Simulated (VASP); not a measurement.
Crystal: Fe.

```
Fe
1.0
     2.40034    0.00000    0.00000
     0.00000    2.40034    0.00000
     0.00000    0.00000    2.40034
Fe
1
Direct
  0.00000 0.00000 0.00000
```

Base run:

- Program: VASP 6.6.1
- Functional: RPBE
- Potentials or basis: VASP PAW PBE potentials, release 64 (Fe)
- Cutoff: 520 eV
- k mesh: 21 × 21 × 21
- Occupations: fermi-dirac, width 0.05 eV
- Spin: collinear spin, ferromagnetic start
- Starting moments: [2.473] μB

Its results: pressure 0.4 GPa; net moment 2.52 μB per cell; site moments Fe +2.51 μB.

Problem. The run is repeated on the same cell with these changes: k mesh from 21 × 21 × 21 to 15 × 15 × 15; moments at the start from [2.47] to [2.5]. What comes out?

Solution. Pressure -0.6 GPa; net moment 2.43 μB per cell; site moments Fe +2.43 μB.

Caveats: the PAW data sets were made with another functional, which shifts forces and pressure a little.
